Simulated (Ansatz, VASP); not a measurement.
# One calculation of Al, two programs

The input INCAR:

```
SYSTEM = Al
ALGO     = Fast           ! electronic algorithm
EDIFF    = 1E-6           ! SCF threshold, eV
ENCUT    = 520            ! plane-wave cutoff, eV
GGA      = PS             ! functional
ISIF     = 2              ! what is computed and relaxed
ISMEAR   = 0              ! smearing method
LASPH    = .True.         ! aspherical terms in the spheres
LCHARG   = .False.        ! write CHGCAR
LREAL    = .False.        ! projectors in reciprocal space
LWAVE    = .False.        ! write WAVECAR
NBANDS   = 10             ! bands
NELM     = 60             ! most SCF steps
PREC     = Accurate       ! precision mode
SIGMA    = 0.15           ! smearing width, eV
```

The input KPOINTS:

```
k-points
0
Gamma
  18 18 10
  0 0 0
```

POSCAR

```
Al
1.0
    2.8124553515      0.0000000000      0.0000000000
   -1.4062276757      2.4356577814      0.0000000000
    0.0000000000      0.0000000000      4.8668500000
Al
2
Direct
    0.6790429062      0.5180883525      0.7500000000
    0.3333333333      0.6666666667      0.2500000000
```

Input for Ansatz:

```yaml
crystal:
  lattice:
    - [2.8124553515, 0.0, 0.0]
    - [-1.4062276757, 2.4356577814, 0.0]
    - [0.0, 0.0, 4.86685]
  atoms:
    - { symbol: Al, position: [0.6790429062, 0.5180883525, 0.75] }
    - { symbol: Al, position: [0.3333333333, 0.6666666667, 0.25] }
basis:
  ecutwfc: 420
kpoints:
  mp_grid: { grid: [18, 18, 10] }
hamiltonian:
  xc: pbesol
scf:
  occupations: { method: gaussian, width: 0.15 }
output:
  forces: true
  stress: true
  eigenvalues: true
```

Alike in both runs: task single point; functional PBEsol; k mesh 18 × 18 × 10; occupations gaussian, width 0.15 eV; no spin polarisation.

|  | VASP | Ansatz |
| --- | --- | --- |
| version | VASP 6.6.1 | Ansatz 0.2.0 |
| potentials or method | VASP PAW PBE potentials, release 64 (Al), cutoff 520 eV | scalar-relativistic, plane waves, PAW |
| valence electrons in the cell | 6 | 6 |

```csv
,VASP,Ansatz,Ansatz less VASP
gap on the k mesh at the Fermi level (eV),none,none,-
pressure (GPa),0.1,0.0,-0.06
"traceless stress, the component that is largest in VASP (GPa)",0.71,0.71,+0.005
rms of the force components (eV/Å),0.205,0.204,-0.0012
```

VASP's potentials were made for PBE, not for PBEsol. Atom by atom the forces differ by 0.001 eV/Å (rms over components). A gap of «none» marks a metal or a gap that the smearing closes.
